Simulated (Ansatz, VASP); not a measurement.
**Two plane-wave programs on Hf2Be3Cl**

INCAR

```
PREC = Accurate
ENCUT = 600
EDIFF = 1E-7
ISMEAR = 0
SIGMA = 0.1
LREAL = False
LASPH = True
NELM = 100
ALGO = Normal
ISIF = 3
LWAVE = False
LCHARG = False
GGA = PE
IBRION = 2
NSW = 100
EDIFFG = -0.01
```

File KPOINTS:

```
Automatic mesh
0
Gamma
  9 9 8
```

POSCAR

```
Hf2Be3Cl
1.0
    5.1194692876      0.0000000000      0.0000000000
   -2.5597346438      4.4335904570      0.0000000000
    0.0000000000      0.0000000000      4.5539190848
Hf Be Cl
2 3 1
Direct
    0.3333333333      0.6666666667      0.0000000000
    0.6666666667      0.3333333333      0.0000000000
    0.5000000000      0.0000000000      0.5000000000
    0.5000000000      0.5000000000      0.5000000000
    0.0000000000      0.5000000000      0.5000000000
    0.0000000000      0.0000000000      0.0000000000
```

Input for Ansatz:

```yaml
crystal:
  lattice:
    - [5.1194692876, 0.0, 0.0]
    - [-2.5597346438, 4.433590457, 0.0]
    - [0.0, 0.0, 4.5539190848]
  atoms:
    - { symbol: Hf, position: [0.3333333333, 0.6666666667, 0.0] }
    - { symbol: Hf, position: [0.6666666667, 0.3333333333, 0.0] }
    - { symbol: Be, position: [0.5, 0.0, 0.5] }
    - { symbol: Be, position: [0.5, 0.5, 0.5] }
    - { symbol: Be, position: [0.0, 0.5, 0.5] }
    - { symbol: Cl, position: [0.0, 0.0, 0.0] }
basis:
  ecutwfc: 420
kpoints:
  mp_grid: { grid: [9, 9, 8] }
hamiltonian:
  xc: pbe
scf:
  occupations: { method: gaussian, width: 0.1 }
output:
  forces: true
  stress: true
  eigenvalues: true
  write_density: true
  write_potential: true
  elf: true
  volumetric_format: npy
relax:
  adjacent_minimum: "off"
  f_tol: 0.01
  max_steps: 80
  cell: { stress_tol: 0.05 }
```

Change from the starting cell: species swapped into the TbB2Ru3 type (P6/mmm, No. 191).

Alike in both runs: task relaxation of cell and atoms; functional PBE; k mesh 9 × 9 × 8; occupations gaussian, width 0.1 eV; no spin polarisation.

```csv
,VASP,Ansatz
version,VASP 6.6.1,Ansatz 0.2.0
potentials or method,"VASP PAW PBE potentials, release 64 (Hf_pv, Be, Cl), cutoff 600 eV","scalar-relativistic, plane waves, PAW"
valence electrons in the cell,33,65
```

```csv
,VASP,Ansatz,Ansatz less VASP
"gap on the k mesh at the Fermi level, each at its own relaxed structure (eV)",none,none,-
relaxed volume (Å³/atom),17.07,17.12,+0.050
relaxed cell length with the largest relative difference (Å),5.088,5.100,+0.0120
```

A gap of «none» marks a metal or a gap that the smearing closes. VASP's potentials hold 33 valence electrons a cell and Ansatz's 65, so a difference there can come from the potentials and not from the codes.

Spin-orbit coupling is off throughout.
